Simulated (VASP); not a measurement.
A run of VASP 6.6.1 is set up as follows.

Contents of POSCAR:

```
InP
1.0
    0.0000000000      2.9537390380      2.9537390380
    2.9537390380      0.0000000000      2.9537390380
    2.9537390380      2.9537390380      0.0000000000
In P
1 1
Direct
    0.0000000000      0.0000000000      0.0000000000
    0.2500000000      0.2500000000      0.2500000000
```

Contents of INCAR.step1:

```
SYSTEM = InP
ALGO     = Normal         ! electronic algorithm
EDIFF    = 1E-5           ! SCF threshold, eV
ENCUT    = 550            ! plane-wave cutoff, eV
GGA      = PE             ! functional
GGA_COMPAT= .False.      
ISMEAR   = 0              ! smearing method
LASPH    = .True.         ! aspherical terms in the spheres
LCHARG   = .False.        ! write CHGCAR
LREAL    = .False.        ! projectors in reciprocal space
LWAVE    = .True.         ! write WAVECAR
NBANDS   = 16             ! bands
NELM     = 120            ! most SCF steps
PREC     = Accurate       ! precision mode
SIGMA    = 0.02           ! smearing width, eV
```

The input INCAR.step2:

```
SYSTEM = InP
ALGO     = Normal         ! electronic algorithm
EDIFF    = 1E-6           ! SCF threshold, eV
ENCUT    = 550            ! plane-wave cutoff, eV
GGA_COMPAT= .False.      
ISIF     = 2              ! what is computed and relaxed
ISMEAR   = 0              ! smearing method
ISTART   = 1            
LASPH    = .True.         ! aspherical terms in the spheres
LCHARG   = .True.         ! write CHGCAR
LELF     = .True.         ! ELF
LMIXTAU  = .True.       
LREAL    = .False.        ! projectors in reciprocal space
LVHAR    = .True.       
LWAVE    = .False.        ! write WAVECAR
METAGGA  = R2SCAN         ! meta-GGA
NBANDS   = 16             ! bands
NELM     = 120            ! most SCF steps
PREC     = Accurate       ! precision mode
SIGMA    = 0.02           ! smearing width, eV
```

The input KPOINTS:

```
k-points
0
Gamma
  8 8 8
  0 0 0
```

Potentials or basis: VASP PAW PBE potentials, release 64 (In_d, P).

Run with:

```console
$ cat potpaw_PBE.64/In_d/POTCAR potpaw_PBE.64/P/POTCAR > POTCAR
$ cp INCAR.step1 INCAR
$ mpirun -np 1 vasp_std > vasp.out
$ cp INCAR.step2 INCAR
$ mpirun -np 1 vasp_std > vasp.out
```

Question: Predict the band gap on the k mesh.

Answer: 1.03 eV.

Question: What does it give for the pressure?

Answer: -0.1 GPa.

Caveat: the PAW data sets were made with another functional, which shifts forces and pressure a little; spin-orbit coupling is left out, which moves the levels of the heavy elements.
